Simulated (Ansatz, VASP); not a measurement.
## Two plane-wave programs on TaN

```xyz
6
Lattice="-2.9240 0.0000 0.0000 -1.4620 -2.5322 0.0000 0.0000 0.0000 13.1122" Properties=species:S:1:pos:R:3 pbc="T T T"
Ta   -1.4620   -0.8441    0.7175
Ta   -1.4620   -0.8441    3.5883
Ta   -1.4620   -0.8441    6.4590
N     0.0000    0.0000    7.8944
N     0.0000    0.0000    2.1529
N     0.0000    0.0000    5.0236
```

Alike in both runs: task single point; functional PBEsol; k mesh 23 × 23 × 7; occupations gaussian, width 0.15 eV; no spin polarisation.

|  | VASP | Ansatz |
| --- | --- | --- |
| version | VASP 6.6.1 | Ansatz 0.2.0 |
| potentials or method | VASP PAW PBE potentials, release 64 (Ta_pv, N), cutoff 520 eV | scalar-relativistic, plane waves, PAW |
| valence electrons in the cell | 48 | 54 |

Ansatz gave:

* gap on the k mesh at the Fermi level (eV): none
* pressure (GPa): -6.1
* traceless stress, the component that is largest in VASP (GPa): -7.04
* rms of the force components (eV/Å): 2.231

**Question.** What did VASP give for the same quantities?

**Answer.** gap on the k mesh at the Fermi level (eV): none; pressure (GPa): -5.7; traceless stress, the component that is largest in VASP (GPa): -6.95; rms of the force components (eV/Å): 2.221.

VASP's potentials were made for PBE, not for PBEsol. Atom by atom the forces differ by 0.017 eV/Å (rms over components). A gap of «none» marks a metal or a gap that the smearing closes. VASP's potentials hold 48 valence electrons a cell and Ansatz's 54, so a difference there can come from the potentials and not from the codes.

Neither program's run includes spin-orbit coupling.
